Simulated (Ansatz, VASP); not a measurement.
One calculation of V, two programs

```
CELL_PARAMETERS angstrom
-1.49838 1.49838 1.49838
1.49838 -1.49838 1.49838
1.49838 1.49838 -1.49838
ATOMIC_POSITIONS crystal
V 0.00000 0.00000 0.00000
```

Alike in both runs: task single point; functional PBE; k mesh 20 × 20 × 20; occupations gaussian, width 0.05 eV; no spin polarisation.

```csv
,VASP,Ansatz
version,VASP 6.6.1,Ansatz 0.2.0
potentials or method,"VASP PAW PBE potentials, release 64 (V_sv), cutoff 520 eV","scalar-relativistic, plane waves, PAW"
valence electrons in the cell,13,13
```

Ansatz gave:

* gap on the k mesh at the Fermi level (eV): none
* pressure (GPa): 0.0

Q: Which values does VASP return?

A: gap on the k mesh at the Fermi level (eV): none; pressure (GPa): 0.2.

A gap of «none» marks a metal or a gap that the smearing closes.
